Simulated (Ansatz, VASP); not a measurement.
Two plane-wave programs on ZnS

File POSCAR:

```
ZnS
1.0
    3.8065185602      0.0000000000      0.0000000000
   -1.9032592801      3.2965417732      0.0000000000
    0.0000000000      0.0000000000      6.1199068262
Zn S
2 2
Direct
    0.3333333333      0.6666666667     -0.0005179002
    0.6666666667      0.3333333333      0.4994820998
    0.3333333333      0.6666666667      0.3755179002
    0.6666666667      0.3333333333      0.8755179002
```

File INCAR.step1:

```
SYSTEM = ZnS
PREC = Accurate ; ENCUT = 520
ISMEAR = 0 ; SIGMA = 0.02
LREAL = .FALSE. ; LASPH = .TRUE.
NELM = 80 ; GGA = PE
ALGO = Normal ; EDIFF = 1E-4
LWAVE = .TRUE. ; LCHARG = .FALSE.
```

File INCAR.step2:

```
SYSTEM = ZnS
PREC = Accurate ; ENCUT = 520
EDIFF = 1E-7 ; ISMEAR = 0
SIGMA = 0.02 ; LREAL = .FALSE.
LASPH = .TRUE. ; NELM = 80
ALGO = Normal ; ISIF = 2
LWAVE = .FALSE. ; LCHARG = .FALSE.
METAGGA = R2SCAN ; LMIXTAU = .TRUE.
IBRION = 2 ; NSW = 60
EDIFFG = -0.008 ; ISTART = 1
```

KPOINTS

```
Automatic mesh
0
G
  6 6 4
  0 0 0
```

Input for Ansatz:

```yaml
crystal:
  lattice:
    - [3.8065185602, 0.0, 0.0]
    - [-1.9032592801, 3.2965417732, 0.0]
    - [0.0, 0.0, 6.1199068262]
  atoms:
    - { symbol: Zn, position: [0.3333333333, 0.6666666667, -0.0005179002] }
    - { symbol: Zn, position: [0.6666666667, 0.3333333333, 0.4994820998] }
    - { symbol: S, position: [0.3333333333, 0.6666666667, 0.3755179002] }
    - { symbol: S, position: [0.6666666667, 0.3333333333, 0.8755179002] }
basis:
  ecutwfc: 500
kpoints:
  mp_grid: { grid: [6, 6, 4] }
hamiltonian:
  xc: r2scan
scf:
  occupations: { method: gaussian, width: 0.02 }
output:
  forces: true
  stress: true
  eigenvalues: true
relax:
  adjacent_minimum: "off"
  f_tol: 0.008
  max_steps: 40
```

Change from the starting cell: strain along c alone, the other axes held, atoms relaxed: -2.0 %.

Alike in both runs: task relaxation of the atoms; functional r2SCAN; k mesh 6 × 6 × 4; occupations gaussian, width 0.02 eV; no spin polarisation.

|  | VASP | Ansatz |
| --- | --- | --- |
| version | VASP 6.6.1 | Ansatz 0.2.0 |
| potentials or method | VASP PAW PBE potentials, release 64 (Zn, S), cutoff 520 eV | scalar-relativistic, plane waves, PAW |
| valence electrons in the cell | 36 | 36 |

```tsv
	VASP	Ansatz	Ansatz less VASP
gap on the k mesh at the Fermi level, each at its own relaxed structure (eV)	2.93	2.92	-0.011
```

VASP's potentials were made for PBE, not for r2SCAN. Ansatz's warnings: stress scf threshold loose.
